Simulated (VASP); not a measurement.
# LiH (Fm-3m) in VASP: further runs

Aim: see how the results for LiH move with the level of theory and the settings. Levels: PBE, r2SCAN. Tasks: single point.

Program: VASP 6.6.1. These are calculated values, not measurements. Logs are shortened: lines on timing, memory, paths and dates and some standing lists are left out, and cuts for length are marked.

## Step 1: The cell of the first run

It takes space group Fm-3m (No. 225, cubic). Conventional cell: a = 4.077 Å, b = 4.077 Å, c = 4.077 Å, α = 90.00°, β = 90.00°, γ = 90.00°. Li (site symmetry m-3m) has 6 H at 2.04 Å within 2.7 Å. H (site symmetry m-3m) has 6 Li at 2.04 Å within 2.7 Å.

## Step 2: Single point, PBE (8.47 Å³/atom)

INCAR reads:

```
SYSTEM = LiH
PREC = Accurate
ENCUT = 750
EDIFF = 1E-6
ISMEAR = 0
SIGMA = 0.05
LREAL = .False.
LASPH = .True.
NELM = 120
ALGO = Normal
ISIF = 2
LWAVE = .False.
LCHARG = .True.
GGA = PE
LELF = .True.
LVHAR = .True.
NBANDS = 9
GGA_COMPAT = .False.
```

KPOINTS reads:

```
regular mesh
0
Gamma
  8 8 8
  0 0 0
```

POSCAR reads:

```
LiH
1.0
    0.0000000000      2.0385462653      2.0385462653
    2.0385462653      0.0000000000      2.0385462653
    2.0385462653      2.0385462653      0.0000000000
Li H
1 1
Direct
    0.0000000000      0.0000000000      0.0000000000
    0.5000000000      0.5000000000      0.5000000000
```

Potentials or basis: VASP PAW PBE potentials, release 64 (Li_sv, H).

Command:

```bash
$ cat potpaw_PBE.64/Li_sv/POTCAR potpaw_PBE.64/H/POTCAR > POTCAR
$ mpirun -np 1 vasp_std > vasp.out
```

OUTCAR:

```text
SYSTEM = LiH
   PREC = Accurate
   ENCUT = 750
   EDIFF = 1E-6
   ISMEAR = 0
   LREAL = .False.
   LASPH = .True.
   NELM = 120
   ISIF = 2
   GGA = PE

 ion  position               nearest neighbor table
   1  0.000  0.000  0.000-
   2  0.500  0.500  0.500-

  LATTYP: Found a face centered cubic cell.
 ALAT       =     4.0770925306

  Lattice vectors:

 A1 = (   0.0000000000,   2.0385462653,   2.0385462653)
 A2 = (   2.0385462653,   0.0000000000,   2.0385462653)
 A3 = (   2.0385462653,   2.0385462653,   0.0000000000)

Analysis of symmetry for initial positions (statically):
=====================================================================
 Subroutine PRICEL returns:
 Original cell was already a primitive cell.

 Routine SETGRP: Setting up the symmetry group for a
 face centered cubic supercell.

 Subroutine GETGRP returns: Found 48 space group operations
 (whereof 48 operations were pure point group operations)
 out of a pool of 48 trial point group operations.

The static configuration has the point symmetry O_h .

Analysis of symmetry for dynamics (positions and initial velocities):
=====================================================================
 Subroutine PRICEL returns:
 Original cell was already a primitive cell.

 Routine SETGRP: Setting up the symmetry group for a
 face centered cubic supercell.

 Subroutine GETGRP returns: Found 48 space group operations
 (whereof 48 operations were pure point group operations)
 out of a pool of 48 trial point group operations.

The dynamic configuration has the point symmetry O_h .

 Subroutine INISYM returns: Found 48 space group operations
 (whereof 48 operations are pure point group operations),
 and found     1 'primitive' translations

----------------------------------------------------------------------------------------

                                     Primitive cell

  volume of cell :      16.9431

  direct lattice vectors                    reciprocal lattice vectors
     0.000000000  2.038546265  2.038546265    -0.245272824  0.245272824  0.245272824
     2.038546265  0.000000000  2.038546265     0.245272824 -0.245272824  0.245272824
     2.038546265  2.038546265  0.000000000     0.245272824  0.245272824 -0.245272824

  length of vectors
     2.882939776  2.882939776  2.882939776     0.424824993  0.424824993  0.424824993

  position of ions in fractional coordinates (direct lattice)
     0.000000000  0.000000000  0.000000000
     0.500000000  0.500000000  0.500000000

  ion indices of the primitive-cell ions
   primitive index   ion index
                 1           1
                 2           2

----------------------------------------------------------------------------------------

 KPOINTS: regular mesh

Automatic generation of k-mesh.
 Grid dimensions read from file:
 generate k-points for:    8    8    8

 Generating k-lattice:

  Cartesian coordinates                     Fractional coordinates (reciprocal lattice)
    -0.030659103  0.030659103  0.030659103     0.125000000  0.000000000  0.000000000
     0.030659103 -0.030659103  0.030659103     0.000000000  0.125000000  0.000000000
     0.030659103  0.030659103 -0.030659103     0.000000000  0.000000000  0.125000000

  Length of vectors
     0.053103124  0.053103124  0.053103124

  Shift w.r.t. Gamma in fractional coordinates (k-lattice)
     0.000000000  0.000000000  0.000000000

 Subroutine IBZKPT returns following result:
 ===========================================

 Found     29 irreducible k-points:

 Following reciprocal coordinates:
            Coordinates               Weight
  0.000000  0.000000  0.000000      1.000000
  0.125000  0.000000  0.000000      8.000000
  0.250000  0.000000  0.000000      8.000000
  0.375000  0.000000  0.000000      8.000000
  0.500000  0.000000  0.000000      4.000000
  0.125000  0.125000  0.000000      6.000000
[... 16 lines left out ...]
  0.500000  0.250000  0.125000     48.000000
 -0.375000  0.250000  0.125000     24.000000
 [... further k-points ...]
   k-points           NKPTS =     29   k-points in BZ     NKDIM =     29   number of bands    NBANDS=      9
   number of dos      NEDOS =    301   number of ions     NIONS =      2
   total plane-waves  NPLWV =  21952
   dimension x,y,z NGX =    28 NGY =   28 NGZ =   28
   dimension x,y,z NGXF=    56 NGYF=   56 NGZF=   56
   ions per type =               1   1
   NGX,Y,Z   is equivalent  to a cutoff of  16.15, 16.15, 16.15 a.u.
   NGXF,Y,Z  is equivalent  to a cutoff of  32.29, 32.29, 32.29 a.u.
 SYSTEM =  LiH
   PREC   = accura    normal or accurate (medium, high low for compatibility)
   ISTART =      0    job   : 0-new  1-cont  2-samecut
   ICHARG =      2    charge: 1-file 2-atom 10-const
   ISPIN  =      1    spin polarized calculation?
   LNONCOLLINEAR =      F non collinear calculations
   LSORBIT =      F    spin-orbit coupling
   LASPH  =      T    aspherical Exc in radial PAW
   ENCUT  =  750.0 eV  55.12 Ry    7.42 a.u.   6.44  6.44  6.44*2*pi/ulx,y,z
   NELM   =    120;   NELMIN=  2; NELMDL= -5     # of ELM steps
   EDIFF  = 0.1E-05   stopping-criterion for ELM
   LREAL  =      F    real-space projection
   EDIFFG = 0.1E-04   stopping-criterion for IOM
   NSW    =      0    number of steps for IOM
   IBRION =     -1    ionic relax: 0-MD 1-quasi-New 2-CG
   NFREE  =      0    steps in history (QN), initial steepest desc. (CG)
   ISIF   =      2    stress and relaxation
   ISYM   =      2    0-nonsym 1-usesym 2-fastsym
   POTIM  = 0.5000    time-step for ionic-motion
   TEBEG  =    0.0;   TEEND  =   0.0 temperature during run
   PSTRESS=    0.0 pullay stress
   NELECT =       4.0000    total number of electrons
   NUPDOWN=      -1.0000    fix difference up-down
   EMIN   =  10.00;   EMAX   =-10.00  energy-range for DOS
   EFERMI =   0.00;   METHOD = LEGACY
   ISMEAR =     0;   SIGMA  =   0.05  broadening in eV -4-tet -1-fermi 0-gaus
   EFERMI_NEDOS =   21; number of points for ismear=-14 and -15
   IALGO  =     38    algorithm
   IMIX   =      4    mixing-type and parameters
     AMIX     =   0.40;   BMIX     =  1.00
     AMIX_MAG =   1.60;   BMIX_MAG =  1.00
  volume/ion in A,a.u.               =       8.47        57.17
  Fermi-wavevector in a.u.,A,eV,Ry     =   1.011807  1.912038 13.929005  1.023753
  Thomas-Fermi vector in A             =   2.144878
   LORBIT       =      0    0 simple, 1 ext, 2 COOP (PROOUT), +10 PAW based schemes
   GGA     = PE    functional components
   LHFCALC =     F    Hartree Fock is set to
   AEXX    =    0.0000 exact exchange contribution
   IVDW    =     0    specifies the selected vdW correction
   LEPSILON=     F    determine dielectric tensor
   LRPA    =     F    only Hartree local field effects (RPA)
 non-spin polarized calculation
 Gauss-broadening in eV      SIGMA  =   0.05
  energy-cutoff  :      750.00
  volume of cell :       16.94
 maximum number of plane-waves:       817
 NGX is ok and might be reduce to    28
   NGX = 13   NGY = 13   NGZ = 13

 number of electron       3.9999999 magnetization

 Free energy of the ion-electron system (eV)
  ---------------------------------------------------
  ext. energy  EPLUGINS =         0.00000000
  ---------------------------------------------------
  free energy    TOTEN  =        -6.12176764 eV

  energy without entropy =       -6.12176764  energy(sigma->0) =       -6.12176764

 E-fermi :   0.2933     XC(G=0):  -8.3502

 val. band max:       -0.1436910211   @ k =   0.5000   0.5000   0.0000
 cond. band min:       2.8727418389   @ k =   0.5000   0.5000   0.0000
 fundamental gap:      3.0164328600
 Fermi energy:         0.2933314802

 k-point     1 :       0.0000    0.0000    0.0000
  band No.  band energies     occupation
      1     -44.4766      2.00000
      2      -5.3912      2.00000
      3      15.2936      0.00000
      4      17.2364      0.00000
      5      17.2364      0.00000
      6      17.2364      0.00000
      7      21.8598      0.00000
      8      21.8598      0.00000
      9      21.8598      0.00000

 k-point     2 :       0.1250    0.0000    0.0000
  band No.  band energies     occupation
      1     -44.4711      2.00000
      2      -5.1214      2.00000
      3      13.2599      0.00000
      4      15.8852      0.00000
      5      16.7114      0.00000
      6      16.7114      0.00000
      7      21.3969      0.00000
      8      22.9916      0.00000
      9      22.9916      0.00000

 k-point     3 :       0.2500    0.0000    0.0000
  band No.  band energies     occupation
      1     -44.4577      2.00000
      2      -4.3444      2.00000
      3       9.3021      0.00000
      4      14.4283      0.00000
      5      16.0444      0.00000
      6      16.0444      0.00000
      7      21.4026      0.00000
      8      21.4026      0.00000
      9      22.7641      0.00000

 k-point     4 :       0.3750    0.0000    0.0000
  band No.  band energies     occupation
      1     -44.4442      2.00000
      2      -3.2636      2.00000
      3       6.0349      0.00000
      4      13.4369      0.00000
      5      15.8358      0.00000
      6      15.8358      0.00000
      7      19.2936      0.00000
      8      19.2936      0.00000
      9      24.8527      0.00000
[... 205 lines left out ...]
 k-point    22 :       0.3750    0.2500    0.1250
  band No.  band energies     occupation
      1     -44.4479      2.00000
      2      -3.5917      2.00000
      3       9.1319      0.00000
      4       9.9656      0.00000
      5      13.6839      0.00000
      6      16.9586      0.00000
      7      19.4639      0.00000
      8      22.9698      0.00000
      9      26.6197      0.00000

 k-point    23 :       0.5000    0.2500    0.1250
  band No.  band energies     occupation
      1     -44.4372      2.00000
      2      -2.4506      2.00000
      3       6.2693      0.00000
      4       8.7877      0.00000
      5      13.0118      0.00000
      6      16.1786      0.00000
      7      21.5541      0.00000
      8      23.5054      0.00000
      9      26.1175      0.00000

 k-point    24 :      -0.3750    0.2500    0.1250
  band No.  band energies     occupation
      1     -44.4328      2.00000
      2      -1.7541      2.00000
      3       4.8522      0.00000
      4       8.5052      0.00000
      5      12.7589      0.00000
      6      15.7972      0.00000
      7      22.2343      0.00000
      8      25.1930      0.00000
      9      26.3888      0.00000

 [... further k-points ...]

------------------------ aborting loop because EDIFF is reached ----------------------------------------

  FORCE on cell =-STRESS in cart. coord.  units (eV):
  Direction    XX          YY          ZZ          XY          YZ          ZX
  --------------------------------------------------------------------------------------
  -------------------------------------------------------------------------------------
  Total       -0.2010200     -0.2010200     -0.2010200      0.0000000      0.0000000      0.0000000
  in kB      -19.0089522    -19.0089522    -19.0089522      0.0000000      0.0000000      0.0000000
  external PRESSURE =     -19.0089522 kB  Pullay stress =       0.0000000 kB

 VOLUME and BASIS-vectors are now :
 -----------------------------------------------------------------------------
  energy-cutoff  :      750.00
  volume of cell :       16.94
      direct lattice vectors                 reciprocal lattice vectors
     0.000000000  2.038546265  2.038546265    -0.245272824  0.245272824  0.245272824
     2.038546265  0.000000000  2.038546265     0.245272824 -0.245272824  0.245272824
     2.038546265  2.038546265  0.000000000     0.245272824  0.245272824 -0.245272824

 POSITION                                       TOTAL-FORCE (eV/Angst)
 -----------------------------------------------------------------------------------
      0.00000      0.00000      0.00000         0.000000     -0.000000      0.000000
      2.03855      2.03855      2.03855        -0.000000      0.000000     -0.000000
 -----------------------------------------------------------------------------------
    total drift:                                0.000000      0.000000      0.000000

  FREE ENERGIE OF THE ION-ELECTRON SYSTEM (eV)
  ---------------------------------------------------
  free  energy   TOTEN  =        -6.1217676399 eV

  energy  without entropy=       -6.1217676399  energy(sigma->0) =       -6.12176764
```

Wall time 4.3 s (1 thread of Intel Xeon 6975P-C (Granite Rapids), shared host); peak memory 0.14 GiB.

Results:

```
Free energy            : -6.1218 eV
Pressure               : -1.9 GPa
Band gap on the k mesh : 3.02 eV
```

A k mesh can miss the band edges. Expect the measured gap to be larger: semilocal functionals such as PBE lack the derivative discontinuity.

## Step 3: Single point, r2SCAN

This run uses another cell than the first one, of 8.06 Å³/atom.

POSCAR reads:

```
LiH
1.0
    0.0000000000      2.0046365219      2.0046365219
    2.0046365219      0.0000000000      2.0046365219
    2.0046365219      2.0046365219      0.0000000000
Li H
1 1
Direct
    0.0000000000      0.0000000000      0.0000000000
    0.5000000000      0.5000000000      0.5000000000
```

INCAR.step1 reads:

```
SYSTEM = LiH
PREC = Accurate
ENCUT = 830
ISMEAR = 0
SIGMA = 0.05
LREAL = .False.
LASPH = .True.
NELM = 120
NBANDS = 9
GGA = PE
ALGO = Normal
EDIFF = 1E-5
LWAVE = .True.
LCHARG = .False.
GGA_COMPAT = .False.
```

INCAR.step2 reads:

```
SYSTEM = LiH
PREC = Accurate
ENCUT = 830
EDIFF = 1E-6
ISMEAR = 0
SIGMA = 0.05
LREAL = .False.
LASPH = .True.
NELM = 120
ALGO = Normal
ISIF = 2
LWAVE = .False.
LCHARG = .True.
METAGGA = R2SCAN
LMIXTAU = .True.
LELF = .True.
LVHAR = .True.
NBANDS = 9
ISTART = 1
GGA_COMPAT = .False.
```

KPOINTS reads:

```
Automatic mesh
0
Gamma
  10 10 10
  0 0 0
```

Potentials or basis: VASP PAW PBE potentials, release 64 (Li_sv, H).

Command:

```bash
$ cat potpaw_PBE.64/Li_sv/POTCAR potpaw_PBE.64/H/POTCAR > POTCAR
$ cp INCAR.step1 INCAR
$ mpirun -np 1 vasp_std > vasp.out
$ cp INCAR.step2 INCAR
$ mpirun -np 1 vasp_std > vasp.out
```

Wall time 40 s (1 thread of Intel Xeon 6975P-C (Granite Rapids), shared host); peak memory 0.15 GiB.

Results (log left out):

```yaml
Free_energy: -6.8189 eV
Pressure: -0.1 GPa
Band_gap_on_the_k_mesh: 3.58 eV
```

Levels at points of the mesh, in eV from the valence-band top:
| k point | band 1 | band 2 | band 3 | band 4 | band 5 | band 6 | band 7 |
| --- | --- | --- | --- | --- | --- | --- | --- |
| (0.00, 0.00, 0.00) | -45.72 | -5.45 | 17.61 | 19.37 | 19.37 | 19.37 | 23.81 |
| (0.50, 0.00, 0.00) | -45.67 | -2.64 | 5.66 | 14.92 | 18.13 | 18.13 | 19.81 |
| (0.50, 0.50, 0.00) | -45.66 | 0.00 | 3.58 | 11.73 | 11.73 | 15.04 | 19.14 |

Caveat: the PAW data sets were made with another functional, which shifts forces and pressure a little.

(Continued in part 2 of 2.)
